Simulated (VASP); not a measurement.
Here is a VASP 6.6.1 calculation.

File INCAR:

```
SYSTEM = Sn
PREC     = Accurate       ! precision mode
ENCUT    = 520            ! plane-wave cutoff, eV
EDIFF    = 1E-6           ! SCF threshold, eV
ISMEAR   = 0              ! smearing method
SIGMA    = 0.15           ! smearing width, eV
LREAL    = .FALSE.        ! projectors in reciprocal space
LASPH    = .TRUE.         ! aspherical terms in the spheres
NELM     = 60             ! most SCF steps
ALGO     = Fast           ! electronic algorithm
ISIF     = 2              ! what is computed and relaxed
LWAVE    = .FALSE.        ! write WAVECAR
LCHARG   = .FALSE.        ! write CHGCAR
NBANDS   = 13             ! bands
```

Contents of KPOINTS:

```
regular mesh
0
G
  20 20 20
  0 0 0
```

The input POSCAR:

```
Sn
1.0
   -1.6402120500      1.6867696500      2.4552591000
    1.6402120500     -1.6867696500      2.4552591000
    1.6402120500      1.6867696500     -2.4552591000
Sn
1
Direct
    0.0000000000      0.0000000000      0.0000000000
```

Potentials or basis: VASP PAW LDA potentials, release 64 (Sn_d).

The run is started by

```console
$ cat potpaw_LDA.64/Sn_d/POTCAR > POTCAR
$ mpirun -np 1 vasp_std > vasp.out
```

Question: Predict the band gap on the k mesh.

Answer: Zero (band 7 reaches 15.11 eV, above the bottom of band 8 at 5.73 eV).

Question: What does it give for the pressure?

Answer: -2.6 GPa.

Stress tensor (GPa, compression positive):
```
-2.14  0.00  0.00
 0.00 -3.05  0.00
 0.00  0.00 -2.62
```

Caveat: the cell differs from its parent crystal (strain -0.050 along x and y, +0.050 along z); spin-orbit coupling is left out, which moves the levels of the heavy elements.
